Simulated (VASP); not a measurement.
# Se (I4/mmm) in VASP: notebook

Runs on Se. Level: PBE. Tasks: single point, relaxation of cell and atoms.

Program: VASP 6.6.1. These are calculated values, not measurements. Logs are shortened: lines on timing, memory, paths and dates and some standing lists are left out, and cuts for length are marked.

## (1) The cell of the first run

Symmetry: I4/mmm, No. 139, tetragonal system. The conventional cell has a = 3.304 Å, b = 3.304 Å, c = 5.027 Å, α = 90.00°, β = 90.00°, γ = 90.00°. Se (site symmetry 4/mmm) has 12 Se at 3.30 to 3.43 Å within 4.3 Å.

## (2) Single point, PBE

The input, INCAR:

```
PREC = Accurate
ENCUT = 520
EDIFF = 1E-7
ISMEAR = 0
SIGMA = 0.1
LREAL = False
LASPH = True
NELM = 60
ALGO = Normal
ISIF = 2
LWAVE = False
LCHARG = True
GGA = PE
LELF = True
LVHAR = True
NBANDS = 9
```

The input, KPOINTS:

```
Automatic mesh
0
Gamma
  8 8 8
```

The input, POSCAR:

```
Se
1.0
   -1.6521863053      1.6521863053      2.5135604404
    1.6521863053     -1.6521863053      2.5135604404
    1.6521863053      1.6521863053     -2.5135604404
Se
1
Direct
    0.0000000000      0.0000000000      0.0000000000
```

Potentials or basis: VASP PAW PBE potentials, release 64 (Se).

Started as:

```bash
$ cat potpaw_PBE.64/Se/POTCAR > POTCAR
$ mpirun -np 1 vasp_std > vasp.out
```

OUTCAR:

```text
PREC = Accurate
   ENCUT = 520
   EDIFF = 1E-7
   ISMEAR = 0
   LREAL = False
   LASPH = True
   NELM = 60
   ISIF = 2
   GGA = PE

 ion  position               nearest neighbor table
   1  0.000  0.000  0.000-

  LATTYP: Found a body centered tetragonal cell.
 ALAT       =     3.3043726106
 C/A-ratio  =     1.5213541187

  Lattice vectors:

 A1 = (  -1.6521863053,   1.6521863053,   2.5135604404)
 A2 = (   1.6521863053,  -1.6521863053,   2.5135604404)
 A3 = (   1.6521863053,   1.6521863053,  -2.5135604404)

Analysis of symmetry for initial positions (statically):
=====================================================================
 Subroutine PRICEL returns:
 Original cell was already a primitive cell.

 Routine SETGRP: Setting up the symmetry group for a
 body centered tetragonal supercell.

 Subroutine GETGRP returns: Found 16 space group operations
 (whereof 16 operations were pure point group operations)
 out of a pool of 16 trial point group operations.

The static configuration has the point symmetry D_4h.

Analysis of symmetry for dynamics (positions and initial velocities):
=====================================================================
 Subroutine PRICEL returns:
 Original cell was already a primitive cell.

 Routine SETGRP: Setting up the symmetry group for a
 body centered tetragonal supercell.

 Subroutine GETGRP returns: Found 16 space group operations
 (whereof 16 operations were pure point group operations)
 out of a pool of 16 trial point group operations.

The dynamic configuration has the point symmetry D_4h.

 Subroutine INISYM returns: Found 16 space group operations
 (whereof 16 operations are pure point group operations),
 and found     1 'primitive' translations

----------------------------------------------------------------------------------------

                                     Primitive cell

  volume of cell :      27.4453

  direct lattice vectors                    reciprocal lattice vectors
    -1.652186305  1.652186305  2.513560440     0.000000000  0.302629309  0.198921017
     1.652186305 -1.652186305  2.513560440     0.302629309  0.000000000  0.198921017
     1.652186305  1.652186305 -2.513560440     0.302629309  0.302629309  0.000000000

  length of vectors
     3.431825354  3.431825354  3.431825354     0.362151998  0.362151998  0.427982473

  position of ions in fractional coordinates (direct lattice)
     0.000000000  0.000000000  0.000000000

  ion indices of the primitive-cell ions
   primitive index   ion index
                 1           1

[... 77 lines left out ...]
   ISIF   =      2    stress and relaxation
   ISYM   =      2    0-nonsym 1-usesym 2-fastsym
   POTIM  = 0.5000    time-step for ionic-motion
   TEBEG  =    0.0;   TEEND  =   0.0 temperature during run
   PSTRESS=    0.0 pullay stress
   NELECT =       6.0000    total number of electrons
   NUPDOWN=      -1.0000    fix difference up-down
   EMIN   =  10.00;   EMAX   =-10.00  energy-range for DOS
   EFERMI =   0.00;   METHOD = LEGACY
   ISMEAR =     0;   SIGMA  =   0.10  broadening in eV -4-tet -1-fermi 0-gaus
   EFERMI_NEDOS =   21; number of points for ismear=-14 and -15
   IALGO  =     38    algorithm
   IMIX   =      4    mixing-type and parameters
     AMIX     =   0.40;   BMIX     =  1.00
     AMIX_MAG =   1.60;   BMIX_MAG =  1.00
  volume/ion in A,a.u.               =      27.45       185.21
  Fermi-wavevector in a.u.,A,eV,Ry     =   0.986210  1.863667 13.233168  0.972610
  Thomas-Fermi vector in A             =   2.117574
   LORBIT       =      0    0 simple, 1 ext, 2 COOP (PROOUT), +10 PAW based schemes
   GGA     = PE    functional components
   LHFCALC =     F    Hartree Fock is set to
   AEXX    =    0.0000 exact exchange contribution
   IVDW    =     0    specifies the selected vdW correction
   LEPSILON=     F    determine dielectric tensor
   LRPA    =     F    only Hartree local field effects (RPA)
 non-spin polarized calculation
 Gauss-broadening in eV      SIGMA  =   0.10
  energy-cutoff  :      520.00
  volume of cell :       27.45
 maximum number of plane-waves:       757
 NGX is ok and might be reduce to    28
   NGX = 13   NGY = 13   NGZ = 13

 number of electron       6.0000000 magnetization

 Free energy of the ion-electron system (eV)
  ---------------------------------------------------
  ext. energy  EPLUGINS =         0.00000000
  ---------------------------------------------------
  free energy    TOTEN  =        -2.49298781 eV

  energy without entropy =       -2.48463009  energy(sigma->0) =       -2.48880895

 E-fermi :   2.2241     XC(G=0):  -9.2521

 val. band max:        2.1640145417   @ k =   0.5000   0.2500   0.0000
 cond. band min:       2.2257850803   @ k =  -0.3750   0.5000   0.3750
 fundamental gap:      0.0617705386
 Fermi energy:         2.2241483730

 k-point     1 :       0.0000    0.0000    0.0000
  band No.  band energies     occupation
      1     -11.6625      2.00000
      2       3.9259      0.00000
      3       4.0201      0.00000
      4       4.0201      0.00000
      5      10.2160      0.00000
      6      13.3127      0.00000
      7      14.0200      0.00000
      8      14.0200      0.00000
      9      16.9345      0.00000
[... 265 lines left out ...]
 k-point    24 :       0.3750    0.1250    0.1250
  band No.  band energies     occupation
      1      -9.5359      2.00000
      2      -1.6818      2.00000
      3       1.1702      2.00000
      4       2.3809      0.02663
      5      10.7568      0.00000
      6      11.2861      0.00000
      7      15.4258      0.00000
      8      15.5598      0.00000
      9      19.1626      0.00000

 [... further k-points ...]

------------------------ aborting loop because EDIFF is reached ----------------------------------------

  FORCE on cell =-STRESS in cart. coord.  units (eV):
  Direction    XX          YY          ZZ          XY          YZ          ZX
  --------------------------------------------------------------------------------------
  -------------------------------------------------------------------------------------
  Total       -1.9630507     -1.9630507     -1.3332132      0.0000000      0.0000000      0.0000000
  in kB     -114.5973922   -114.5973922    -77.8292460      0.0000000      0.0000000      0.0000000
  external PRESSURE =    -102.3413435 kB  Pullay stress =       0.0000000 kB

 VOLUME and BASIS-vectors are now :
 -----------------------------------------------------------------------------
  energy-cutoff  :      520.00
  volume of cell :       27.45
      direct lattice vectors                 reciprocal lattice vectors
    -1.652186305  1.652186305  2.513560440     0.000000000  0.302629309  0.198921017
     1.652186305 -1.652186305  2.513560440     0.302629309  0.000000000  0.198921017
     1.652186305  1.652186305 -2.513560440     0.302629309  0.302629309  0.000000000

 POSITION                                       TOTAL-FORCE (eV/Angst)
 -----------------------------------------------------------------------------------
      0.00000      0.00000      0.00000        -0.000000      0.000000      0.000000
 -----------------------------------------------------------------------------------
    total drift:                               -0.000000      0.000000     -0.000000

  FREE ENERGIE OF THE ION-ELECTRON SYSTEM (eV)
  ---------------------------------------------------
  free  energy   TOTEN  =        -2.4929878097 eV

  energy  without entropy=       -2.4846300902  energy(sigma->0) =       -2.48880895
```

OSZICAR:

```text
N       E                     dE             d eps       ncg     rms          rms(c)
DAV:   1     0.109578419686E+02    0.10958E+02   -0.27698E+03  1062   0.566E+02
DAV:   2    -0.210778045078E+01   -0.13066E+02   -0.12798E+02  1476   0.763E+01
DAV:   3    -0.250187084770E+01   -0.39409E+00   -0.39014E+00  1298   0.122E+01
DAV:   4    -0.250269817222E+01   -0.82732E-03   -0.82727E-03  1409   0.667E-01
DAV:   5    -0.250269924378E+01   -0.10716E-05   -0.10716E-05  1270   0.212E-02    0.158E+00
DAV:   6    -0.249466351584E+01    0.80357E-02   -0.10308E-02  1172   0.488E-01    0.878E-01
DAV:   7    -0.249283177749E+01    0.18317E-02   -0.12748E-02  1151   0.563E-01    0.109E-01
DAV:   8    -0.249298767563E+01   -0.15590E-03   -0.31463E-04  1339   0.111E-01    0.144E-02
DAV:   9    -0.249298754474E+01    0.13089E-06   -0.25038E-06  1312   0.113E-02    0.761E-03
DAV:  10    -0.249298780643E+01   -0.26169E-06   -0.97106E-07  1392   0.672E-03    0.235E-03
DAV:  11    -0.249298780966E+01   -0.32293E-08   -0.15087E-07  1176   0.191E-03
   1 F= -.24929878E+01 E0= -.24888089E+01  d E =-.835772E-02
```

Wall time 6.7 s (1 thread of Intel Xeon 6975P-C (Granite Rapids), shared host); peak memory 0.16 GiB.

What came out:

```
Free energy            : -2.4930 eV
Pressure               : -10.2 GPa
Band gap on the k mesh : zero (bands 3 and 4 overlap by 3.19 eV)
```

Stress tensor (GPa, compression positive):
```
-11.46   0.00   0.00
  0.00 -11.46   0.00
  0.00   0.00  -7.78
```

Levels at points of the mesh, in eV from the Fermi level:
```tsv
k point	band 1	band 2	band 3	band 4	band 5	band 6
(0.00, 0.00, 0.00)	-13.89	1.70	1.80	1.80	7.99	11.09
(0.50, 0.00, 0.00)	-12.12	-4.54	0.68	1.31	7.56	10.45
(0.50, 0.50, 0.00)	-11.36	-3.86	-1.01	-0.50	5.45	6.58
(0.50, 0.50, 0.50)	-11.77	-4.15	-0.18	-0.18	5.95	7.03
```

Caveat: the cell stands under tension.

(Continued in part 2 of 2.)
